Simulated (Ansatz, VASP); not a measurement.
Two plane-wave programs on NaH

The input INCAR:

```
PREC = Accurate
ENCUT = 500
EDIFF = 1E-6
ISMEAR = 0
SIGMA = 0.02
LREAL = False
LASPH = True
NELM = 120
ALGO = Normal
ISIF = 2
LWAVE = False
LCHARG = True
GGA = PE
LELF = True
LVHAR = True
NBANDS = 11
GGA_COMPAT = False
```

KPOINTS

```
Automatic mesh
0
Gamma
  8 8 8
```

POSCAR

```
NaH
1.0
    0.0000000000      2.3658002505      2.3658002505
    2.3658002505      0.0000000000      2.3658002505
    2.3658002505      2.3658002505      0.0000000000
Na H
1 1
Direct
    0.0000000000      0.0000000000      0.0000000000
    0.5000000000      0.5000000000      0.5000000000
```

Input for Ansatz:

```yaml
crystal:
  lattice:
    - [0.0, 2.3658002505, 2.3658002505]
    - [2.3658002505, 0.0, 2.3658002505]
    - [2.3658002505, 2.3658002505, 0.0]
  atoms:
    - { symbol: Na, position: [0.0, 0.0, 0.0] }
    - { symbol: H, position: [0.5, 0.5, 0.5] }
basis:
  ecutwfc: 420
kpoints:
  mp_grid: { grid: [8, 8, 8] }
hamiltonian:
  xc: pbe
scf:
  occupations: { method: gaussian, width: 0.02 }
output:
  forces: true
  stress: true
  eigenvalues: true
```

Alike in both runs: task single point; functional PBE; k mesh 8 × 8 × 8; occupations gaussian, width 0.02 eV; no spin polarisation.

|  | VASP | Ansatz |
| --- | --- | --- |
| version | VASP 6.6.1 | Ansatz 0.2.0 |
| potentials or method | VASP PAW PBE potentials, release 64 (Na_pv, H), cutoff 500 eV | scalar-relativistic, plane waves, PAW |
| valence electrons in the cell | 8 | 10 |

```csv
,VASP,Ansatz,Ansatz less VASP
gap on the k mesh at the Fermi level (eV),3.87,3.87,+0.003
least direct gap on the mesh (eV),4.75,4.76,+0.006
pressure (GPa),1.6,1.6,+0.07
```

VASP's potentials hold 8 valence electrons a cell and Ansatz's 10, so a difference there can come from the potentials and not from the codes.
